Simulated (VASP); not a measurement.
A run of VASP 6.6.1 is set up as follows.

File POSCAR:

```
LiH
1.0
    3.2548234149      0.0000000000      0.0000000000
   -1.6274117074      2.8187597621      0.0000000000
    0.0000000000      0.0000000000      4.0690682547
Li H
2 2
Direct
    0.3333333333      0.6666666667      0.2500000000
    0.6666666667      0.3333333333      0.7500000000
    0.6666666667      0.3333333333      0.2500000000
    0.3333333333      0.6666666667      0.7500000000
```

The input INCAR.step1:

```
PREC = Accurate
ENCUT = 520
EDIFF = 1E-5
ISMEAR = 0
SIGMA = 0.01
LREAL = F
LASPH = T
NELM = 100
ALGO = Normal
ISIF = 2
LWAVE = T
LCHARG = F
NBANDS = 12
GGA = PE
```

The input INCAR.step2:

```
PREC = Accurate
ENCUT = 520
EDIFF = 1E-6
ISMEAR = 0
SIGMA = 0.01
LREAL = F
LASPH = T
NELM = 100
ALGO = Normal
ISIF = 2
LWAVE = F
LCHARG = F
GGA = PE
LHFCALC = T
HFSCREEN = 0.2079
PRECFOCK = Normal
NBANDS = 12
ISTART = 1
```

File KPOINTS:

```
regular mesh
0
Gamma
  6 6 4
```

Potentials or basis: VASP PAW PBE potentials, release 64 (Li_sv, H).

Command:

```bash
$ cat potpaw_PBE.64/Li_sv/POTCAR potpaw_PBE.64/H/POTCAR > POTCAR
$ cp INCAR.step1 INCAR
$ mpirun -np 1 vasp_std > vasp.out
$ cp INCAR.step2 INCAR
$ mpirun -np 1 vasp_std > vasp.out
```

**Question.** What does it give for the band gap on the k mesh?

**Answer.** 2.74 eV (least direct gap 4.05 eV).

 A k mesh can miss the band edges.
